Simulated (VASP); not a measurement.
A run of VASP 6.6.1 is set up as follows.

File INCAR:

```
PREC = Accurate ; ENCUT = 520
EDIFF = 1E-6 ; ISMEAR = 0
SIGMA = 0.05 ; LREAL = False
LASPH = True ; NELM = 80
ALGO = Normal ; ISIF = 2
LWAVE = False ; LCHARG = False
NBANDS = 46
```

KPOINTS

```
Automatic mesh
0
Gamma
  5 5 2
```

The input POSCAR:

```
SrCl2
1.0
    3.4855000000     -3.4855000000      0.0000000000
    3.4855000000      0.0000000000     -3.4855000000
    7.1153375673      7.1153375673      7.1153375673
Sr Cl
3 6
Direct
    0.6666666667      0.6666666667      0.1633020929
    0.0000000000      0.0000000000      0.8164451504
    0.3333333333      0.3333333333      0.4898736216
    0.6666666667      0.6666666667      0.4082307395
    1.0000000000      0.0000000000      0.0816592108
    0.3333333333      0.3333333333      0.7348022682
    0.6666666667      0.6666666667      0.8980880325
    1.0000000000      1.0000000000      0.5715165038
    0.3333333333      0.3333333333      0.2449449751
```

Potentials or basis: VASP PAW LDA potentials, release 64 (Sr_sv, Cl).

Command:

```sh
$ cat potpaw_LDA.64/Sr_sv/POTCAR potpaw_LDA.64/Cl/POTCAR > POTCAR
$ mpirun -np 1 vasp_std > vasp.out
```

Q: What does it give for the pressure?

A: -3.1 GPa.

Q: Estimate the band gap on the k mesh.

A: 4.89 eV.

Q: Predict the largest force.

A: 0.183 eV/Å.

Stress tensor (GPa, compression positive):
```
-3.08 -0.11 -0.11
-0.11 -3.08 -0.11
-0.11 -0.11 -3.08
```

Caveat: the cell differs from its parent crystal (the distance across one plane changed); the cell stands under tension. A k mesh can miss the band edges.
